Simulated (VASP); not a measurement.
A run of VASP 6.6.1 is set up as follows.

The input INCAR:

```
PREC = Accurate
ENCUT = 520
EDIFF = 1E-6
ISMEAR = 0
SIGMA = 0.1
LREAL = F
LASPH = T
NELM = 150
ALGO = Normal
ISIF = 2
LWAVE = F
LCHARG = F
ISPIN = 2
MAGMOM = 4 4
LORBIT = 11
LMAXMIX = 4
GGA = PS
NBANDS = 19
ISYM = 0
```

File KPOINTS:

```
Automatic mesh
0
Gamma
  8 10 13
```

POSCAR

```
Fe
1.0
   -1.8113300000     -1.8113300000     -3.6226600000
    1.8113300000     -1.8113300000      0.0000000000
   -1.8113300000     -1.8113300000      0.0000000000
Fe
2
Direct
    0.0000000000      0.0000000000      0.0000000000
    0.5000000000      0.5000000000      0.0000000000
```

Potentials or basis: VASP PAW PBE potentials, release 64 (Fe).

Run with:

```bash
$ cat potpaw_PBE.64/Fe/POTCAR > POTCAR
$ mpirun -np 1 vasp_std > vasp.out
```

(1) Predict the net moment.

(2) Predict the pressure.

## Answers

(1) 5.15 μB per cell.

(2) -6.4 GPa.

Caveat: the cell stands under tension; the PAW data sets were made with another functional, which shifts forces and pressure a little.
